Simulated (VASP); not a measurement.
Write the native input for VASP 6.6.1 that does the following.

- Task: single point
- Functional: PBE
- Potentials or basis: VASP PAW PBE potentials, release 64 (C)
- Cutoff: 520 eV
- k mesh: 12 × 12 × 12
- Occupations: gaussian, width 0.05 eV
- Spin: no spin polarisation
- Dipole correction: no
- Further INCAR settings: ALGO = Normal; EDIFF = 1e-06; NBANDS = 11

The structure of C lies in POSCAR:

```
C
1.0
    0.0000000000      1.7857375319      1.8660957208
    1.7857375319      0.0000000000      1.8660957208
    1.7857375319      1.7857375319      0.0000000000
C
2
Direct
    0.5000000000      0.5000000000      0.5000000000
    0.7500000000      0.7500000000      0.7500000000
```

This cell differs from its parent crystal: strain +0.0450 x Voigt [0, 0, 1, 0, 0, 0].

One way to write it, as run:

INCAR

```
ALGO     = Normal         # electronic algorithm
EDIFF    = 1E-6           # SCF threshold, eV
ENCUT    = 520            # plane-wave cutoff, eV
GGA      = PE             # functional
ISIF     = 2              # what is computed and relaxed
ISMEAR   = 0              # smearing method
LASPH    = True           # aspherical terms in the spheres
LCHARG   = True           # write CHGCAR
LELF     = True           # ELF
LREAL    = False          # projectors in reciprocal space
LVHAR    = True         
LWAVE    = False          # write WAVECAR
NBANDS   = 11             # bands
NELM     = 60             # most SCF steps
PREC     = Accurate       # precision mode
SIGMA    = 0.05           # smearing width, eV
```

KPOINTS

```
k-points
0
Gamma
  12 12 12
```

Potentials or basis: VASP PAW PBE potentials, release 64 (C).

Run with:

```console
$ cat potpaw_PBE.64/C/POTCAR > POTCAR
$ mpirun -np 1 vasp_std > vasp.out
```

Results of the run:

The pressure is -17.0 GPa and the band gap on the k mesh is 3.51 eV, indirect (least direct gap 5.07 eV).

Caveat: the cell differs from its parent crystal (strain +0.0450 x Voigt [0, 0, 1, 0, 0, 0]).

Wall time 7.2 s on 1 thread of Intel(R) Xeon(R) 6975P-C (Granite Rapids), on a shared host, peak memory 0.13 GiB.
